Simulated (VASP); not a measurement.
# Cu12H in VASP: single point with PBE+D3(BJ)

Aim: the single point of Cu12H with PBE+D3(BJ).

Program: VASP 6.6.1. These are calculated values, not measurements. Logs are shortened: lines on timing, memory, paths and dates and some standing lists are left out, and cuts for length are marked.

**1. The cell of the first run**

The cell holds a slab with vacuum, 13 atoms: a = 5.038 Å, b = 5.038 Å, c = 20.662 Å, α = 90.00°, β = 90.00°, γ = 90.00°.

**2. Single point, PBE+D3(BJ)**

File INCAR:

```
PREC = Accurate
ENCUT = 520
EDIFF = 1E-6
ISMEAR = 0
SIGMA = 0.1
LREAL = F
LASPH = T
NELM = 100
ALGO = Normal
ISIF = 2
LWAVE = F
LCHARG = F
LDIPOL = T
IDIPOL = 3
DIPOL = 0.5 0.5 0.295
GGA = PE
IVDW = 12
NBANDS = 78
```

File KPOINTS:

```
regular mesh
0
Gamma
  5 5 1
```

File POSCAR:

```
Cu12H
1.0
    5.0378287988      0.0000000000      0.0000000000
    0.0000000000      5.0378287988      0.0000000000
    0.0000000000      0.0000000000     20.6622829064
Cu H
12 1
Direct
    0.2500000000      0.2500000000      0.1935894508
    0.2500000000      0.7500000000      0.1935894508
    0.7500000000      0.2500000000      0.1935894508
    0.7500000000      0.7500000000      0.1935894508
    0.0000000000      0.0000000000      0.2797919997
    0.0000000000      0.5000000000      0.2797919997
    0.5000000000      0.0000000000      0.2797919997
    0.5000000000      0.5000000000      0.2797919997
    0.2500000000      0.2500000000      0.3659945486
    0.2500000000      0.7500000000      0.3659945486
    0.7500000000      0.2500000000      0.3659945486
    0.7500000000      0.7500000000      0.3659945486
    0.2500000000      0.3333333333      0.4724687466
```

Potentials or basis: VASP PAW PBE potentials, release 64 (Cu, H).

The run is started by

```bash
$ cat potpaw_PBE.64/Cu/POTCAR potpaw_PBE.64/H/POTCAR > POTCAR
$ mpirun -np 1 vasp_std > vasp.out
```

OUTCAR:

```text
PREC = Accurate
   ENCUT = 520
   EDIFF = 1E-6
   ISMEAR = 0
   LREAL = F
   LASPH = T
   NELM = 100
   ISIF = 2
   GGA = PE
   IVDW = 12
 IVDW          = 12

 ion  position               nearest neighbor table
   1  0.250  0.250  0.194-   5 2.52   6 2.52   7 2.52   8 2.52   2 2.52   3 2.52   2 2.52   3 2.52

   2  0.250  0.750  0.194-   5 2.52   6 2.52   7 2.52   8 2.52   1 2.52   4 2.52   1 2.52   4 2.52

   3  0.750  0.250  0.194-   5 2.52   6 2.52   7 2.52   8 2.52   1 2.52   4 2.52   4 2.52   1 2.52

   4  0.750  0.750  0.194-   5 2.52   6 2.52   7 2.52   8 2.52   2 2.52   3 2.52   3 2.52   2 2.52

   5  0.000  0.000  0.280-   9 2.52  10 2.52  11 2.52  12 2.52   1 2.52   2 2.52   3 2.52   4 2.52
                             6 2.52   7 2.52   6 2.52   7 2.52
   6  0.000  0.500  0.280-   9 2.52  10 2.52  11 2.52  12 2.52   1 2.52   2 2.52   3 2.52   4 2.52
                             5 2.52   8 2.52   5 2.52   8 2.52
   7  0.500  0.000  0.280-   9 2.52  10 2.52  11 2.52  12 2.52   1 2.52   2 2.52   3 2.52   4 2.52
                             5 2.52   8 2.52   8 2.52   5 2.52
   8  0.500  0.500  0.280-   9 2.52  10 2.52  11 2.52  12 2.52   1 2.52   2 2.52   3 2.52   4 2.52
                             6 2.52   7 2.52   7 2.52   6 2.52
   9  0.250  0.250  0.366-   5 2.52   6 2.52   7 2.52   8 2.52  10 2.52  11 2.52  10 2.52  11 2.52

  10  0.250  0.750  0.366-   5 2.52   6 2.52   7 2.52   8 2.52   9 2.52  12 2.52   9 2.52  12 2.52

  11  0.750  0.250  0.366-   5 2.52   6 2.52   7 2.52   8 2.52   9 2.52  12 2.52  12 2.52   9 2.52

  12  0.750  0.750  0.366-   5 2.52   6 2.52   7 2.52   8 2.52  10 2.52  11 2.52  11 2.52  10 2.52

  13  0.250  0.333  0.472-

  LATTYP: Found a simple tetragonal cell.
 ALAT       =     5.0378287988
 C/A-ratio  =     4.1014261762

  Lattice vectors:

 A1 = (   5.0378287988,   0.0000000000,   0.0000000000)
 A2 = (   0.0000000000,   5.0378287988,   0.0000000000)
 A3 = (   0.0000000000,   0.0000000000,  20.6622829064)

Analysis of symmetry for initial positions (statically):
=====================================================================
 Subroutine PRICEL returns:
 Original cell was already a primitive cell.

 Routine SETGRP: Setting up the symmetry group for a
 simple tetragonal supercell.

 Subroutine GETGRP returns: Found  2 space group operations
 (whereof  1 operations were pure point group operations)
 out of a pool of 16 trial point group operations.

The static configuration has the point symmetry C_1 .
 The point group associated with its full space group is C_1h.

Analysis of symmetry for dynamics (positions and initial velocities):
=====================================================================
 Subroutine PRICEL returns:
 Original cell was already a primitive cell.

 Routine SETGRP: Setting up the symmetry group for a
 simple tetragonal supercell.

 Subroutine GETGRP returns: Found  2 space group operations
 (whereof  1 operations were pure point group operations)
 out of a pool of 16 trial point group operations.

The dynamic configuration has the point symmetry C_1 .
 The point group associated with its full space group is C_1h.

 Subroutine INISYM returns: Found  2 space group operations
 (whereof  1 operations are pure point group operations),
 and found     1 'primitive' translations

----------------------------------------------------------------------------------------

                                     Primitive cell

  volume of cell :     524.4029

  direct lattice vectors                    reciprocal lattice vectors
     5.037828799  0.000000000  0.000000000     0.198498210  0.000000000  0.000000000
     0.000000000  5.037828799  0.000000000     0.000000000  0.198498210  0.000000000
     0.000000000  0.000000000 20.662282906     0.000000000  0.000000000  0.048397363

  length of vectors
     5.037828799  5.037828799 20.662282906     0.198498210  0.198498210  0.048397363

  position of ions in fractional coordinates (direct lattice)
     0.250000000  0.250000000  0.193589451
     0.250000000  0.750000000  0.193589451
     0.750000000  0.250000000  0.193589451
     0.750000000  0.750000000  0.193589451
     0.000000000  0.000000000  0.279792000
     0.000000000  0.500000000  0.279792000
     0.500000000  0.000000000  0.279792000
     0.500000000  0.500000000  0.279792000
     0.250000000  0.250000000  0.365994549
     0.250000000  0.750000000  0.365994549
     0.750000000  0.250000000  0.365994549
     0.750000000  0.750000000  0.365994549
     0.250000000  0.333333333  0.472468747

  ion indices of the primitive-cell ions
   primitive index   ion index
                 1           1
                 2           2
                 3           3
                 4           4
                 5           5
                 6           6
                 7           7
                 8           8
                 9           9
                10          10
                11          11
                12          12
                13          13

----------------------------------------------------------------------------------------

 KPOINTS: regular mesh

Automatic generation of k-mesh.
 Grid dimensions read from file:
 generate k-points for:    5    5    1

 Generating k-lattice:

  Cartesian coordinates                     Fractional coordinates (reciprocal lattice)
     0.039699642  0.000000000  0.000000000     0.200000000  0.000000000  0.000000000
     0.000000000  0.039699642  0.000000000     0.000000000  0.200000000  0.000000000
     0.000000000  0.000000000  0.048397363     0.000000000  0.000000000  1.000000000

  Length of vectors
     0.039699642  0.039699642  0.048397363

  Shift w.r.t. Gamma in fractional coordinates (k-lattice)
     0.000000000  0.000000000  0.000000000

 Subroutine IBZKPT returns following result:
 ===========================================

 Found      9 irreducible k-points:

 Following reciprocal coordinates:
            Coordinates               Weight
  0.000000  0.000000  0.000000      1.000000
  0.200000  0.000000  0.000000      2.000000
  0.000000  0.200000  0.000000      2.000000
  0.400000  0.000000  0.000000      2.000000
  0.000000  0.400000  0.000000      2.000000
  0.200000  0.200000  0.000000      4.000000
  0.400000  0.200000  0.000000      4.000000
 -0.200000  0.400000  0.000000      4.000000
  0.400000  0.400000  0.000000      4.000000
   k-points           NKPTS =      9   k-points in BZ     NKDIM =      9   number of bands    NBANDS=     78
   number of dos      NEDOS =    301   number of ions     NIONS =     13
   total plane-waves  NPLWV = 256000
   dimension x,y,z NGX =    40 NGY =   40 NGZ =  160
   dimension x,y,z NGXF=    80 NGYF=   80 NGZF=  320
   ions per type =              12   1
   NGX,Y,Z   is equivalent  to a cutoff of  13.20, 13.20, 12.87 a.u.
   NGXF,Y,Z  is equivalent  to a cutoff of  26.40, 26.40, 25.75 a.u.
 SYSTEM =  unknown system
   PREC   = accura    normal or accurate (medium, high low for compatibility)
   ISTART =      0    job   : 0-new  1-cont  2-samecut
   ICHARG =      2    charge: 1-file 2-atom 10-const
   ISPIN  =      1    spin polarized calculation?
   LNONCOLLINEAR =      F non collinear calculations
   LSORBIT =      F    spin-orbit coupling
   LASPH  =      T    aspherical Exc in radial PAW
   ENCUT  =  520.0 eV  38.22 Ry    6.18 a.u.   9.37  9.37 38.42*2*pi/ulx,y,z
   NELM   =    100;   NELMIN=  2; NELMDL= -5     # of ELM steps
   EDIFF  = 0.1E-05   stopping-criterion for ELM
   LREAL  =      F    real-space projection
   EDIFFG = 0.1E-04   stopping-criterion for IOM
   NSW    =      0    number of steps for IOM
   IBRION =     -1    ionic relax: 0-MD 1-quasi-New 2-CG
   NFREE  =      0    steps in history (QN), initial steepest desc. (CG)
   ISIF   =      2    stress and relaxation
   ISYM   =      2    0-nonsym 1-usesym 2-fastsym
   POTIM  = 0.5000    time-step for ionic-motion
   TEBEG  =    0.0;   TEEND  =   0.0 temperature during run
   PSTRESS=    0.0 pullay stress
   NELECT =     133.0000    total number of electrons
   NUPDOWN=      -1.0000    fix difference up-down
   EMIN   =  10.00;   EMAX   =-10.00  energy-range for DOS
   EFERMI =   0.00;   METHOD = LEGACY
   ISMEAR =     0;   SIGMA  =   0.10  broadening in eV -4-tet -1-fermi 0-gaus
   EFERMI_NEDOS =   21; number of points for ismear=-14 and -15
   IALGO  =     38    algorithm
   IMIX   =      4    mixing-type and parameters
     AMIX     =   0.40;   BMIX     =  1.00
     AMIX_MAG =   1.60;   BMIX_MAG =  1.00
  volume/ion in A,a.u.               =      40.34       272.22
  Fermi-wavevector in a.u.,A,eV,Ry     =   1.036264  1.958255 14.610517  1.073843
  Thomas-Fermi vector in A             =   2.170646
   LORBIT       =      0    0 simple, 1 ext, 2 COOP (PROOUT), +10 PAW based schemes
   GGA     = PE    functional components
   LHFCALC =     F    Hartree Fock is set to
   AEXX    =    0.0000 exact exchange contribution
   IVDW    =    12    specifies the selected vdW correction
   LEPSILON=     F    determine dielectric tensor
   LRPA    =     F    only Hartree local field effects (RPA)
 non-spin polarized calculation
 Gauss-broadening in eV      SIGMA  =   0.10
  energy-cutoff  :      520.00
  volume of cell :      524.40
 maximum number of plane-waves:     14177
 NGX is ok and might be reduce to    40
   NGX = 19   NGY = 19   NGZ = 77

 dipolmoment           0.000000      0.000000     -0.093150 electrons x Angstroem

 number of electron     132.9999976 magnetization

 dipolmoment           0.000000      0.000000      0.176021 electrons x Angstroem

 Free energy of the ion-electron system (eV)
  ---------------------------------------------------
  ext. energy  EPLUGINS =         0.00000000
  ---------------------------------------------------
  free energy    TOTEN  =       -42.00096562 eV

  energy without entropy =      -41.98311340  energy(sigma->0) =      -41.99203951

 E-fermi :  -1.6067     XC(G=0):  -4.4782

 val. band max:       -1.6218263771   @ k =   0.0000   0.0000   0.0000
 cond. band min:      -1.5642989218   @ k =   0.0000   0.0000   0.0000
 fundamental gap:      0.0575274553
 Fermi energy:        -1.6066596074

 k-point     1 :       0.0000    0.0000    0.0000
  band No.  band energies     occupation
      1     -10.1955      2.00000
      2      -7.6356      2.00000
      3      -6.5892      2.00000
      4      -6.5892      2.00000
      5      -6.4295      2.00000
      6      -6.3456      2.00000
[... 70 lines left out ...]
     77       2.7453      0.00000
     78       3.0250      0.00000

 k-point     2 :       0.2000    0.0000    0.0000
  band No.  band energies     occupation
      1      -9.9530      2.00000
      2      -7.4257      2.00000
      3      -7.0995      2.00000
      4      -6.4283      2.00000
      5      -6.2891      2.00000
      6      -6.2681      2.00000
[... 70 lines left out ...]
     77       2.9806      0.00000
     78       3.2526      0.00000
[... 484 lines left out ...]
     77       3.5286      0.00000
     78       3.8722      0.00000

 k-point     9 :       0.4000    0.4000    0.0000
  band No.  band energies     occupation
      1      -8.3651      2.00000
      2      -7.4308      2.00000
      3      -7.4199      2.00000
      4      -6.7294      2.00000
      5      -6.2230      2.00000
      6      -5.9108      2.00000
[... 70 lines left out ...]
     77       4.5675      0.00000
     78       4.6174      0.00000

------------------------ aborting loop because EDIFF is reached ----------------------------------------

 vacuum level on the upper side and lower side of the slab       (xc-potential included)         0.418        -0.798

 Edisp (eV)   -4.47667

 E8    (eV) :    -2.0097

  FORCE on cell =-STRESS in cart. coord.  units (eV):
  Direction    XX          YY          ZZ          XY          YZ          ZX
  --------------------------------------------------------------------------------------
  -------------------------------------------------------------------------------------
  Total      -5.08340    -5.14539    -3.43676     0.00000    -0.28913     0.00000
  in kB     -15.53101   -15.72042   -10.50012     0.00000    -0.88336     0.00000
  external pressure =      -13.92 kB  Pullay stress =        0.00 kB

 VOLUME and BASIS-vectors are now :
 -----------------------------------------------------------------------------
  energy-cutoff  :      520.00
  volume of cell :      524.40
      direct lattice vectors                 reciprocal lattice vectors
     5.037828799  0.000000000  0.000000000     0.198498210  0.000000000  0.000000000
     0.000000000  5.037828799  0.000000000     0.000000000  0.198498210  0.000000000
     0.000000000  0.000000000 20.662282906     0.000000000  0.000000000  0.048397363

 POSITION                                       TOTAL-FORCE (eV/Angst)
 -----------------------------------------------------------------------------------
      1.25946      1.25946      4.00000         0.000000      0.019765     -0.016752
      1.25946      3.77837      4.00000         0.000000     -0.018590     -0.038751
      3.77837      1.25946      4.00000         0.000000      0.018720     -0.040620
      3.77837      3.77837      4.00000         0.000000     -0.017477     -0.059551
      0.00000      0.00000      5.78114         0.062121      0.026067      0.008307
      0.00000      2.51891      5.78114        -0.004036     -0.024422     -0.068767
      2.51891      0.00000      5.78114        -0.062121      0.026067      0.008307
      2.51891      2.51891      5.78114         0.004036     -0.024422     -0.068767
      1.25946      1.25946      7.56228         0.000000      0.239460      1.575306
      1.25946      3.77837      7.56228         0.000000     -0.130944      0.322697
      3.77837      1.25946      7.56228         0.000000     -0.007679      0.234310
      3.77837      3.77837      7.56228         0.000000      0.018155     -0.006786
      1.25946      1.67928      9.76228         0.000000     -0.124701     -1.848933
 -----------------------------------------------------------------------------------
    total drift:                               -0.000000      0.000007      0.000311

  FREE ENERGIE OF THE ION-ELECTRON SYSTEM (eV)
  ---------------------------------------------------
  free  energy   TOTEN  =       -46.4776404372 eV

  energy  without entropy=      -46.4597882172  energy(sigma->0) =      -46.46871433

 vacuum level on the upper side and lower side of the slab         3.990         2.745
```

Wall time 14 min (1 thread of Intel Xeon Platinum 8488C (Sapphire Rapids), shared host); peak memory 0.67 GiB.

What came out:

```yaml
Free_energy: -46.4776 eV
Largest_force: 1.853 eV/Å
Band_gap_on_the_k_mesh: zero (an odd number of electrons rules out a gap without spin polarisation)
Dispersion_energy_per_atom: -0.344 eV
```

Forces in eV/Å, atoms in the order of the input:
```
Cu   0.000  0.020 -0.017
Cu   0.000 -0.019 -0.039
Cu   0.000  0.019 -0.041
Cu   0.000 -0.017 -0.060
Cu   0.062  0.026  0.008
Cu  -0.004 -0.024 -0.069
Cu  -0.062  0.026  0.008
Cu   0.004 -0.024 -0.069
Cu   0.000  0.239  1.575
Cu   0.000 -0.131  0.323
Cu   0.000 -0.008  0.234
Cu   0.000  0.018 -0.007
H    0.000 -0.125 -1.849
```

Levels at points of the mesh, in eV from the Fermi level:
```csv
k point,band 64,band 65,band 66,band 67,band 68,band 69,band 70,band 71
"(0.00, 0.00, 0.00)",-0.17,-0.12,-0.07,-0.04,-0.02,0.04,0.19,2.04
```
